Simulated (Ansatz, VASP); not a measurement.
Two plane-wave programs on ZnSe

INCAR

```
ALGO     = Normal         # electronic algorithm
EDIFF    = 1E-6           # SCF threshold, eV
ENCUT    = 500            # plane-wave cutoff, eV
GGA      = PS             # functional
GGA_COMPAT= False        
ISIF     = 2              # what is computed and relaxed
ISMEAR   = 0              # smearing method
LASPH    = True           # aspherical terms in the spheres
LCHARG   = False          # write CHGCAR
LREAL    = False          # projectors in reciprocal space
LWAVE    = False          # write WAVECAR
NBANDS   = 16             # bands
NELM     = 120            # most SCF steps
PREC     = Accurate       # precision mode
SIGMA    = 0.1            # smearing width, eV
```

Contents of KPOINTS:

```
k-points
0
Gamma
  2 2 2
```

POSCAR

```
ZnSe
1.0
    0.0000000000      2.8324425407      2.8324425407
    2.8324425407      0.0000000000      2.8324425407
    2.8324425407      2.8324425407      0.0000000000
Zn Se
1 1
Direct
    0.0000000000      0.0000000000      0.0000000000
    0.7500000000      0.7500000000      0.7500000000
```

Input for Ansatz:

```yaml
crystal:
  lattice:
    - [0.0, 2.8324425407, 2.8324425407]
    - [2.8324425407, 0.0, 2.8324425407]
    - [2.8324425407, 2.8324425407, 0.0]
  atoms:
    - { symbol: Zn, position: [0.0, 0.0, 0.0] }
    - { symbol: Se, position: [0.75, 0.75, 0.75] }
basis:
  ecutwfc: 420
kpoints:
  mp_grid: { grid: [2, 2, 2] }
hamiltonian:
  xc: pbesol
scf:
  occupations: { method: gaussian, width: 0.1 }
output:
  forces: true
  stress: true
  eigenvalues: true
```

Alike in both runs: task single point; functional PBEsol; k mesh 2 × 2 × 2; occupations gaussian, width 0.1 eV; no spin polarisation.

|  | VASP | Ansatz |
| --- | --- | --- |
| version | VASP 6.6.1 | Ansatz 0.2.0 |
| potentials or method | VASP PAW PBE potentials, release 64 (Zn, Se), cutoff 500 eV | scalar-relativistic, plane waves, PAW |
| valence electrons in the cell | 18 | 28 |

|  | VASP | Ansatz | Ansatz less VASP |
| --- | --- | --- | --- |
| gap on the k mesh at the Fermi level (eV) | 1.03 | 1.03 | -0.003 |
| least direct gap on the mesh (eV) | 1.03 | 1.03 | -0.003 |
| pressure (GPa) | 5.2 | 4.9 | -0.31 |

VASP's potentials were made for PBE, not for PBEsol. VASP's potentials hold 18 valence electrons a cell and Ansatz's 28, so a difference there can come from the potentials and not from the codes.

The k mesh is coarse, so the values compare programs but aren't converged.
